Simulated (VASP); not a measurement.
Runs of VASP 6.6.1 on Ba. The structure is that of space group I4/mmm (No. 139), or close to it. The cells are those of the table. 

| cell | further INCAR settings | gap on the mesh (eV) | pressure (GPa) |
| --- | --- | --- | --- |
| a = 4.458 Å, angles 105.4, 105.4, 117.9°, 1 atom | ALGO = Fast; EDIFF = 1e-06; NBANDS = 11 | none | -1.6 |
| a = 4.449 Å, angles 111.6, 111.6, 105.3°, 1 atom | ALGO = Fast; EDIFF = 1e-06; NBANDS = 11 | none | -1.6 |
| a = 4.564 Å, angles 107.5, 107.5, 113.6°, 1 atom | ALGO = Fast; EDIFF = 1e-06; NBANDS = 11 | none | (a) |
| a = 4.510 Å, angles 106.5, 106.5, 115.7°, 1 atom | ALGO = Fast; EDIFF = 1e-07; NBANDS = 11 | none | -1.8 |

Alike in all rows: task single point; level LDA; potentials or basis VASP PAW LDA potentials, release 64 (Ba_sv); no spin polarisation; k mesh 14 × 14 × 14; cutoff (eV) 520; smearing gaussian 0.15 eV.

Problem. Estimate the missing entries.

Solution. (a) -2.0.

Caveats: spin-orbit coupling is left out, which moves the levels of the heavy elements.

A k mesh can miss the band edges, and the runs leave out spin-orbit coupling on Ba.

A gap of «none» marks levels without a gap at the run's occupations.
